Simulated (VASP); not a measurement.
Rb: electric field gradients with PBEsol

The system is Rb.

```
CELL_PARAMETERS angstrom
-2.82458 2.82458 2.82458
2.82458 -2.82458 2.82458
2.82458 2.82458 -2.82458
ATOMIC_POSITIONS crystal
Rb 0.00000 0.00000 0.00000
```

```json
{
  "Program": "VASP 6.6.1",
  "Task": "electric field gradients",
  "Functional": "PBEsol",
  "Potentials or basis": "VASP PAW PBE potentials, release 64 (Rb_sv)",
  "Cutoff": "520 eV",
  "k mesh": "8 × 8 × 8",
  "Occupations": "fermi-dirac, width 0.05 eV",
  "Spin": "no spin polarisation",
  "Dipole correction": "no",
  "Further INCAR settings": "ALGO = Normal; EDIFF = 1e-08; NBANDS = 10"
}
```

The pressure is -0.1 GPa, the band gap on the k mesh is zero (an odd number of electrons rules out a gap without spin polarisation) and the largest electric field gradient by atom is under 0.05 V/Å² on every atom.

Levels at points of the mesh, in eV from the Fermi level:
```csv
k point,band 2,band 3,band 4,band 5,band 6,band 7
"(0.00, 0.00, 0.00)",-12.92,-12.92,-12.92,-2.01,3.67,3.67
"(0.50, 0.00, 0.00)",-13.02,-12.95,-12.92,0.22,0.77,2.57
"(0.50, 0.50, 0.50)",-12.99,-12.99,-12.99,1.24,1.24,3.25
```

Wall time 33 s on 1 thread of Intel Xeon 8259CL, on a shared host, peak memory 0.2 GiB.

Caveat: the PAW data sets were made with another functional, which shifts forces and pressure a little.
